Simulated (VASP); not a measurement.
# MoSe (Pm-3m) in VASP: notebook

Runs on MoSe. Level: HSE06. Tasks: single point.

Program: VASP 6.6.1. These are calculated values, not measurements. Logs are shortened: lines on timing, memory, paths and dates and some standing lists are left out, and cuts for length are marked.

## 1. The cell of the first run

It takes space group Pm-3m (No. 221, cubic). Conventional cell: a = 3.500 Å, b = 3.500 Å, c = 3.500 Å, α = 90.00°, β = 90.00°, γ = 90.00°. Mo (site symmetry m-3m) has 8 Se at 3.03 Å and 6 Mo at 3.50 Å within 4.0 Å. Within 4.0 Å of Se (site symmetry m-3m) lie 8 Mo at 3.03 Å and 6 Se at 3.50 Å.

## 2. Single point, HSE06

POSCAR

```
MoSe
1.0
    3.5002295900      0.0000000000      0.0000000000
    0.0000000000      3.5002295900      0.0000000000
    0.0000000000      0.0000000000      3.5002295900
Mo Se
1 1
Direct
    0.0000000000      0.0000000000      0.0000000000
    0.5000000000      0.5000000000      0.5000000000
```

INCAR.step1

```
PREC = Accurate
ENCUT = 520
EDIFF = 1E-5
ISMEAR = 1
SIGMA = 0.05
LREAL = False
LASPH = True
NELM = 60
ALGO = Normal
ISIF = 2
LWAVE = True
LCHARG = False
GGA = PE
NBANDS = 17
```

INCAR.step2

```
PREC = Accurate
ENCUT = 520
EDIFF = 1E-6
ISMEAR = 1
SIGMA = 0.05
LREAL = False
LASPH = True
NELM = 60
ALGO = Normal
ISIF = 2
LWAVE = False
LCHARG = False
GGA = PE
LHFCALC = True
HFSCREEN = 0.2079
PRECFOCK = Normal
ISTART = 1
NBANDS = 17
```

KPOINTS

```
regular mesh
0
Gamma
  4 4 4
```

Potentials or basis: VASP PAW PBE potentials, release 64 (Mo_sv, Se).

Started as:

```
cat potpaw_PBE.64/Mo_sv/POTCAR potpaw_PBE.64/Se/POTCAR > POTCAR
cp INCAR.step1 INCAR
mpirun -np 1 vasp_std > vasp.out
cp INCAR.step2 INCAR
mpirun -np 1 vasp_std > vasp.out
```

OUTCAR:

```text
PREC = Accurate
   ENCUT = 520
   EDIFF = 1E-6
   ISMEAR = 1
   LREAL = False
   LASPH = True
   NELM = 60
   ISIF = 2
   GGA = PE
   LHFCALC = True
   HFSCREEN = 0.2079
   PRECFOCK = Normal
   ISTART = 1

 ion  position               nearest neighbor table
   1  0.000  0.000  0.000-   2 3.03   2 3.03   2 3.03   2 3.03   2 3.03   2 3.03   2 3.03   2 3.03

   2  0.500  0.500  0.500-   1 3.03   1 3.03   1 3.03   1 3.03   1 3.03   1 3.03   1 3.03   1 3.03

  LATTYP: Found a simple cubic cell.
 ALAT       =     3.5002295900

  Lattice vectors:

 A1 = (   3.5002295900,   0.0000000000,   0.0000000000)
 A2 = (   0.0000000000,   3.5002295900,   0.0000000000)
 A3 = (   0.0000000000,   0.0000000000,   3.5002295900)

Analysis of symmetry for initial positions (statically):
=====================================================================
 Subroutine PRICEL returns:
 Original cell was already a primitive cell.

 Routine SETGRP: Setting up the symmetry group for a
 simple cubic supercell.

 Subroutine GETGRP returns: Found 48 space group operations
 (whereof 48 operations were pure point group operations)
 out of a pool of 48 trial point group operations.

The static configuration has the point symmetry O_h .

Analysis of symmetry for dynamics (positions and initial velocities):
=====================================================================
 Subroutine PRICEL returns:
 Original cell was already a primitive cell.

 Routine SETGRP: Setting up the symmetry group for a
 simple cubic supercell.

 Subroutine GETGRP returns: Found 48 space group operations
 (whereof 48 operations were pure point group operations)
 out of a pool of 48 trial point group operations.

The dynamic configuration has the point symmetry O_h .

 Subroutine INISYM returns: Found 48 space group operations
 (whereof 48 operations are pure point group operations),
 and found     1 'primitive' translations

----------------------------------------------------------------------------------------

                                     Primitive cell

  volume of cell :      42.8834

  direct lattice vectors                    reciprocal lattice vectors
     3.500229590  0.000000000  0.000000000     0.285695545  0.000000000  0.000000000
     0.000000000  3.500229590  0.000000000     0.000000000  0.285695545  0.000000000
     0.000000000  0.000000000  3.500229590     0.000000000  0.000000000  0.285695545
[... 75 lines left out ...]
   ISIF   =      2    stress and relaxation
   ISYM   =      3    0-nonsym 1-usesym 2-fastsym
   POTIM  = 0.5000    time-step for ionic-motion
   TEBEG  =    0.0;   TEEND  =   0.0 temperature during run
   PSTRESS=    0.0 pullay stress
   NELECT =      20.0000    total number of electrons
   NUPDOWN=      -1.0000    fix difference up-down
   EMIN   =  10.00;   EMAX   =-10.00  energy-range for DOS
   EFERMI =   0.00;   METHOD = LEGACY
   ISMEAR =     1;   SIGMA  =   0.05  broadening in eV -4-tet -1-fermi 0-gaus
   EFERMI_NEDOS =   21; number of points for ismear=-14 and -15
   IALGO  =     38    algorithm
   IMIX   =      1    mixing-type and parameters
     AMIX     =   0.40;   BMIX     =  1.00
     AMIX_MAG =   1.60;   BMIX_MAG =  1.00
  volume/ion in A,a.u.               =      21.44       144.70
  Fermi-wavevector in a.u.,A,eV,Ry     =   1.269565  2.399130 21.929809  1.611795
  Thomas-Fermi vector in A             =   2.402599
   LORBIT       =      0    0 simple, 1 ext, 2 COOP (PROOUT), +10 PAW based schemes
   GGA     = PE    functional components
   LHFCALC =     T    Hartree Fock is set to
   PRECFOCK=normal    Normal, Fast or Accurate (Low or Medium for compatibility)
   ENCUT4O =  -1.0   cutoff for four orbital integrals eV
   NKREDX  =     1    reduce k-point grid by
   NKREDY  =     1    reduce k-point grid by
   NKREDZ  =     1    reduce k-point grid by
   AEXX    =    0.2500 exact exchange contribution
   HFSCREEN=    0.2079 screening length (either q_TF or 0.3 A-1)
   HFSCREENC=   0.2079 screening length for correlation (either q_TF or 0.3 A-1)
   ENCUTFOCK=  -1.0 apply spherical cutoff to Coloumb kernel
   IVDW    =     0    specifies the selected vdW correction
   LEPSILON=     F    determine dielectric tensor
   LRPA    =     F    only Hartree local field effects (RPA)
 non-spin polarized calculation
 Methfessel and Paxton  Order N= 1 SIGMA  =   0.05
  energy-cutoff  :      520.00
  volume of cell :       42.88
 maximum number of plane-waves:      1189
 NGX is ok and might be reduce to    28
  NGX = 20; NGY = 20; NGZ = 20

 number of electron      20.0000003 magnetization

 Free energy of the ion-electron system (eV)
  ---------------------------------------------------
  ext. energy  EPLUGINS =         0.00000000
  ---------------------------------------------------
  free energy    TOTEN  =       -15.18689341 eV

  energy without entropy =      -15.18517395  energy(sigma->0) =      -15.18632026

 E-fermi :   6.9322     XC(G=0):  -9.0722

 val. band max:        6.8857196679   @ k =   0.2500   0.2500   0.0000
 cond. band min:       6.9381362769   @ k =   0.5000   0.2500   0.0000
 fundamental gap:      0.0524166090
 Fermi energy:         6.9322104011

 k-point     1 :       0.0000    0.0000    0.0000
  band No.  band energies     occupation
      1     -58.6975      2.00000
      2     -31.2602      2.00000
      3     -31.2602      2.00000
      4     -31.2602      2.00000
      5      -9.2011      2.00000
      6       4.1928      2.00000
[... 177 lines left out ...]
      4     -31.3556      2.00000
      5      -6.8915      2.00000
      6       0.7365      2.00000
[... 9 lines left out ...]
     16      10.1237      0.00000
     17      14.6649      0.00000

------------------------ aborting loop because EDIFF is reached ----------------------------------------

  FORCE on cell =-STRESS in cart. coord.  units (eV):
  Direction    XX          YY          ZZ          XY          YZ          ZX
  --------------------------------------------------------------------------------------
  -------------------------------------------------------------------------------------
  Total       -8.5489892     -8.5489892     -8.5489892      0.0000000     -0.0000000      0.0000000
  in kB     -319.4006217   -319.4006217   -319.4006217      0.0000000     -0.0000000      0.0000000
  external PRESSURE =    -319.4006217 kB  Pullay stress =       0.0000000 kB

 VOLUME and BASIS-vectors are now :
 -----------------------------------------------------------------------------
  energy-cutoff  :      520.00
  volume of cell :       42.88
      direct lattice vectors                 reciprocal lattice vectors
     3.500229590  0.000000000  0.000000000     0.285695545  0.000000000  0.000000000
     0.000000000  3.500229590  0.000000000     0.000000000  0.285695545  0.000000000
     0.000000000  0.000000000  3.500229590     0.000000000  0.000000000  0.285695545

 POSITION                                       TOTAL-FORCE (eV/Angst)
 -----------------------------------------------------------------------------------
      0.00000      0.00000      0.00000         0.000000      0.000000      0.000000
      1.75011      1.75011      1.75011         0.000000      0.000000      0.000000
 -----------------------------------------------------------------------------------
    total drift:                                0.000016      0.000019      0.000026

  FREE ENERGIE OF THE ION-ELECTRON SYSTEM (eV)
  ---------------------------------------------------
  free  energy   TOTEN  =       -15.1868934137 eV

  energy  without entropy=      -15.1851739529  energy(sigma->0) =      -15.18632026
```

OSZICAR.step1:

```text
N       E                     dE             d eps       ncg     rms          rms(c)
DAV:   1     0.133629158954E+03    0.13363E+03   -0.10112E+04   340   0.109E+03
DAV:   2    -0.945909792364E+01   -0.14309E+03   -0.13986E+03   440   0.299E+02
DAV:   3    -0.136138298050E+02   -0.41547E+01   -0.39585E+01   369   0.447E+01
DAV:   4    -0.136416106255E+02   -0.27781E-01   -0.27774E-01   423   0.393E+00
DAV:   5    -0.136417103488E+02   -0.99723E-04   -0.99722E-04   367   0.265E-01    0.692E+00
DAV:   6    -0.130249794930E+02    0.61673E+00   -0.36618E+00   346   0.122E+01    0.283E+00
DAV:   7    -0.129300857634E+02    0.94894E-01   -0.62842E-01   361   0.413E+00    0.145E+00
DAV:   8    -0.129156773996E+02    0.14408E-01   -0.83621E-02   349   0.177E+00    0.362E-01
DAV:   9    -0.129154046984E+02    0.27270E-03   -0.30438E-03   366   0.512E-01    0.109E-01
DAV:  10    -0.129155468737E+02   -0.14218E-03   -0.43595E-04   423   0.186E-01    0.383E-02
DAV:  11    -0.129155583876E+02   -0.11514E-04   -0.12913E-04   347   0.850E-02    0.186E-02
DAV:  12    -0.129155459590E+02    0.12429E-04   -0.19246E-05   268   0.307E-02    0.432E-03
DAV:  13    -0.129155455448E+02    0.41420E-06   -0.25992E-06   179   0.924E-03
   1 F= -.12915546E+02 E0= -.12914863E+02  d E =-.204666E-02
```

It took 8.1 min on 1 thread of Intel Xeon Platinum 8259CL at 2.50GHz (Skylake/Cascade Lake), shared host; peak memory 0.27 GiB.

Results:

```yaml
Free_energy: -15.1869 eV
Pressure: -31.9 GPa
Band_gap_on_the_k_mesh: zero (bands 10 and 11 overlap by 2.00 eV)
```

Levels at points of the mesh, in eV from the Fermi level:
| k point | band 7 | band 8 | band 9 | band 10 | band 11 | band 12 | band 13 | band 14 |
| --- | --- | --- | --- | --- | --- | --- | --- | --- |
| (0.00, 0.00, 0.00) | -2.74 | -2.09 | -2.09 | -2.09 | 0.58 | 0.58 | 0.58 | 1.13 |
| (0.50, 0.00, 0.00) | -3.26 | -3.26 | -2.22 | 0.75 | 1.19 | 2.89 | 2.89 | 4.42 |
| (0.50, 0.50, 0.00) | -5.50 | -2.63 | -0.86 | -0.58 | -0.58 | -0.17 | 1.43 | 3.71 |
| (0.50, 0.50, 0.50) | -6.20 | -6.20 | 1.43 | 1.43 | 2.90 | 2.90 | 2.90 | 3.19 |

Caveat: the k points lie up to 0.45 Å⁻¹ apart, too coarse for converged energies and pressures of a metal; the PAW data sets were made with another functional, which shifts forces and pressure a little.

## 3. Single point, HSE06

POSCAR is that of step 2.

INCAR.step1

```
SYSTEM = MoSe
PREC = Accurate ; ENCUT = 520
EDIFF = 1E-5 ; ISMEAR = 1
SIGMA = 0.05 ; LREAL = .FALSE.
LASPH = .TRUE. ; NELM = 80
ALGO = Normal ; ISIF = 2
LWAVE = .TRUE. ; LCHARG = .FALSE.
GGA = PE ; NBANDS = 17
```

INCAR.step2

```
SYSTEM = MoSe
PREC = Accurate ; ENCUT = 520
EDIFF = 1E-6 ; ISMEAR = 1
SIGMA = 0.05 ; LREAL = .FALSE.
LASPH = .TRUE. ; NELM = 80
ALGO = Normal ; ISIF = 2
LWAVE = .FALSE. ; LCHARG = .FALSE.
GGA = PE ; LHFCALC = .TRUE.
HFSCREEN = 0.2079 ; PRECFOCK = Normal
ISTART = 1 ; NBANDS = 17
```

KPOINTS

```
Automatic mesh
0
G
  4 4 4
  0 0 0
```

Potentials or basis: VASP PAW PBE potentials, release 64 (Mo_sv, Se).

Started as:

```
cat potpaw_PBE.64/Mo_sv/POTCAR potpaw_PBE.64/Se/POTCAR > POTCAR
cp INCAR.step1 INCAR
mpirun -np 1 vasp_std > vasp.out
cp INCAR.step2 INCAR
mpirun -np 1 vasp_std > vasp.out
```

Wall time 6.2 min (1 thread of AMD EPYC 7R43 (Zen 3), shared host); peak memory 0.23 GiB.

The run converged. Its results:

```yaml
Free_energy: -15.1869 eV
Pressure: -31.9 GPa
Band_gap_on_the_k_mesh: zero (bands 10 and 11 overlap by 2.00 eV)
```

Levels at points of the mesh, in eV from the Fermi level:
```
           k point  band 8  band 9  band 10  band 11  band 12  band 13
(0.00, 0.00, 0.00)   -2.09   -2.09    -2.09     0.58     0.58     0.58
(0.50, 0.00, 0.00)   -3.26   -2.22     0.75     1.19     2.89     2.89
(0.50, 0.50, 0.00)   -2.63   -0.86    -0.58    -0.58    -0.17     1.43
(0.50, 0.50, 0.50)   -6.20    1.43     1.43     2.90     2.90     2.90
```

Caveat: the k points lie up to 0.45 Å⁻¹ apart, too coarse for converged energies and pressures of a metal; the PAW data sets were made with another functional, which shifts forces and pressure a little.
